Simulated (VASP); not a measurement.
## Sr: single point with r2SCAN

The system is Sr.

```
Sr
1.0
     4.31000    0.00000    0.00000
    -2.15500    3.73257    0.00000
     0.00000    0.00000    7.01475
Sr
2
Direct
  0.33333 0.66667 0.25000
  0.66667 0.33333 0.75000
```

This cell differs from its parent crystal: strain -0.0050 x Voigt [0, 0, 1, 0, 0, 0].

- Program: VASP 6.6.1
- Task: single point
- Functional: r2SCAN
- Potentials or basis: VASP PAW PBE potentials, release 64 (Sr_sv)
- Cutoff: 520 eV
- k mesh: 12 × 12 × 8
- Occupations: gaussian, width 0.15 eV
- Spin: no spin polarisation

| Item | Value |
| --- | --- |
| Pressure | 0.2 GPa |
| Band gap on the k mesh | zero (bands 10 and 11 overlap by 0.41 eV) |

Stress tensor (GPa, compression positive):
```
0.08 0.00 0.00
0.00 0.08 0.00
0.00 0.00 0.38
```

Levels at points of the mesh, in eV from the Fermi level:
```
           k point  band 7  band 8  band 9  band 10  band 11  band 12  band 13  band 14
(0.00, 0.00, 0.00)  -19.36  -19.35   -3.84    -1.08    -0.09     2.57     2.57     2.62
(0.50, 0.00, 0.00)  -19.40  -19.39   -1.13    -0.64     0.12     0.31     1.40     2.04
(0.00, 0.00, 0.50)  -19.37  -19.37   -2.86    -2.86     1.44     1.44     2.57     2.57
(0.50, 0.00, 0.50)  -19.40  -19.40   -0.77    -0.77     0.15     0.15     1.50     1.50
```

Run time: 5.1 min on 1 thread of Intel(R) Xeon(R) Platinum 8488C (Sapphire Rapids) (shared host), peak memory 0.34 GiB.

Caveat: the cell differs from its parent crystal (strain -0.0050 x Voigt [0, 0, 1, 0, 0, 0]); the PAW data sets were made with another functional, which shifts forces and pressure a little.
